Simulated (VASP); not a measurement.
A run of VASP 6.6.1:

The input INCAR:

```
  PREC = Accurate
  ENCUT = 520
  EDIFF = 1E-7
  ISMEAR = 0
  SIGMA = 0.05
  LREAL = F
  LASPH = T
  NELM = 100
  ALGO = Normal
  ISIF = 2
  LWAVE = F
  LCHARG = F
  GGA = PE
  NBANDS = 11
```

Contents of KPOINTS:

```
regular mesh
0
Gamma
  8 8 8
```

File POSCAR:

```
MgS
1.0
    0.0000000000      2.4715675000      2.6666912500
    2.4715675000      0.0000000000      2.6666912500
    2.4715675000      2.4715675000      0.0000000000
Mg S
1 1
Direct
    0.0000000000      0.0000000000      0.0000000000
    0.5000000000      0.5000000000      0.5000000000
```

Potentials or basis: VASP PAW PBE potentials, release 64 (Mg, S).

Command:

```bash
$ cat potpaw_PBE.64/Mg/POTCAR potpaw_PBE.64/S/POTCAR > POTCAR
$ mpirun -np 1 vasp_std > vasp.out
```

Hardware: 1 thread of Intel Xeon 6975P-C, on a shared host.

Task: Estimate the wall time of this run.

Result: It took 21 s on 1 thread of Intel Xeon 6975P-C (shared host), peak memory 0.17 GiB. Counts: scf iterations 13, k points 59.
